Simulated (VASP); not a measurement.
Runs of VASP 6.6.1 on TiO2. The structure is that of space group I4_1/amd (No. 141), or close to it. The cells are those of the table. 

```tsv
cell	gap on the mesh (eV)	pressure (GPa)	largest force (eV/Å)
a = 5.231 Å, angles 134.7, 134.7, 66.0°, 6 atoms	2.72	15.5	(a)
a = 5.829 Å, angles 143.0, 143.0, 53.3°, 6 atoms	2.74	6.2	0.80
a = 6.077 Å, angles 145.6, 145.6, 49.4°, 6 atoms	2.91	12.4	1.42
a = 5.119 Å, angles 132.6, 132.6, 69.2°, 6 atoms	2.64	(b)	5.59
a = 5.393 Å, angles 137.3, 137.3, 62.0°, 6 atoms	2.68	7.4	1.46
a = 6.326 Å, angles 147.9, 147.9, 46.0°, 6 atoms	3.02	20.9	1.94
```

Alike in all rows: task single point; level PBE+U; potentials or basis VASP PAW PBE potentials, release 64 (Ti_sv, O); no spin polarisation; Ti d U = 4.0 eV; k mesh 10 × 10 × 10; cutoff (eV) 520; smearing gaussian 0.05 eV.

**Question.** Estimate the missing entries.

**Answer.** (a) 3.41; (b) 25.6.

Caveats: forces of over 1 eV/Å act on the atoms, so gaps and moduli don't describe the material at rest (some runs).

A k mesh can miss the band edges.
